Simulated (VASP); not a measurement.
A run of VASP 6.6.1 is set up as follows.

File INCAR:

```
SYSTEM = Ga
  ALGO = Normal
  EDIFF = 1E-7
  ENCUT = 520
  GGA = CA
  ISIF = 2
  ISMEAR = -1
  LASPH = .TRUE.
  LCHARG = .FALSE.
  LREAL = .FALSE.
  LWAVE = .FALSE.
  NBANDS = 12
  NELM = 60
  PREC = Accurate
  SIGMA = 0.1
```

File KPOINTS:

```
k-points
0
G
  10 10 10
  0 0 0
```

The input POSCAR:

```
Ga
1.0
    3.0040000000      0.0000000000      0.0000000000
    0.0000000000      3.0040000000      0.0000000000
    0.0000000000      0.0000000000      3.0040000000
Ga
1
Direct
    0.0000000000      0.0000000000      0.0000000000
```

Potentials or basis: VASP PAW LDA potentials, release 64 (Ga_d).

The run is started by

```console
$ cat potpaw_LDA.64/Ga_d/POTCAR > POTCAR
$ mpirun -np 1 vasp_std > vasp.out
```

(1) What does it give for the pressure?

Answers

(1) -9.2 GPa.
